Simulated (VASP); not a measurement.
A run of VASP 6.6.1 is set up as follows.

The input POSCAR:

```
BP
1.0
    0.0000000000      2.2229014779      2.2682668142
    2.2682668142      0.0000000000      2.2682668142
    2.2682668142      2.2229014779      0.0000000000
B P
1 1
Direct
    0.0000000000      0.0000000000      0.0000000000
    0.7500000000      0.7500000000      0.7500000000
```

The input INCAR.step1:

```
ALGO = Normal ; EDIFF = 1E-4
ENCUT = 520 ; GGA = PE
ISMEAR = 0 ; LASPH = True
LCHARG = False ; LREAL = False
LWAVE = True ; NBANDS = 11
NELM = 80 ; PREC = Accurate
SIGMA = 0.05
```

The input INCAR.step2:

```
ALGO = Normal ; EDIFF = 1E-6
ENCUT = 520 ; ISIF = 2
ISMEAR = 0 ; ISTART = 1
LASPH = True ; LCHARG = False
LMIXTAU = True ; LREAL = False
LWAVE = False ; METAGGA = R2SCAN
NBANDS = 11 ; NELM = 80
PREC = Accurate ; SIGMA = 0.05
```

The input KPOINTS:

```
k-points
0
Gamma
  10 10 10
```

Potentials or basis: VASP PAW PBE potentials, release 64 (B, P).

Launch:

```console
$ cat potpaw_PBE.64/B/POTCAR potpaw_PBE.64/P/POTCAR > POTCAR
$ cp INCAR.step1 INCAR
$ mpirun -np 1 vasp_std > vasp.out
$ cp INCAR.step2 INCAR
$ mpirun -np 1 vasp_std > vasp.out
```

Task: What does it give for the band gap on the k mesh?

Result: 1.10 eV, indirect (least direct gap 3.45 eV).

Task: Estimate the pressure.

Result: 3.0 GPa.

Stress tensor (GPa, compression positive):
```
1.09 0.00 0.00
0.00 6.87 0.00
0.00 0.00 1.09
```

Caveat: the cell differs from its parent crystal (strain -0.0200 x Voigt [0, 1, 0, 0, 0, 0]); the PAW data sets were made with another functional, which shifts forces and pressure a little. A k mesh can miss the band edges.
